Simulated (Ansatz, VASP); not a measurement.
## K: VASP beside Ansatz

```
CELL_PARAMETERS angstrom
4.72736 0.00000 0.00000
-2.36368 4.09401 0.00000
0.00000 0.00000 15.30662
ATOMIC_POSITIONS crystal
K 0.00000 0.00000 0.00000
K 0.00000 0.00000 0.50000
K 0.33333 0.66667 0.25000
K 0.66667 0.33333 0.75000
```

Alike in both runs: functional PBE; k mesh 12 × 12 × 4; occupations gaussian, width 0.1 eV; no spin polarisation.

Ansatz relaxed the structure, and its values are those at the end. VASP's run is a single point on that final structure, the one shown.

|  | VASP | Ansatz |
| --- | --- | --- |
| version | VASP 6.6.1 | Ansatz 0.2.0 |
| potentials or method | VASP PAW PBE potentials, release 64 (K_sv), cutoff 520 eV | scalar-relativistic, plane waves, PAW |
| valence electrons in the cell | 36 | 36 |

```tsv
	VASP	Ansatz	Ansatz less VASP
gap on the k mesh at the Fermi level (eV)	none	none	-
pressure (GPa)	0.0	0.0	+0.01
```

A gap of «none» marks a metal or a gap that the smearing closes. With one functional, cell and mesh, what is left measures potentials, basis and numerics.
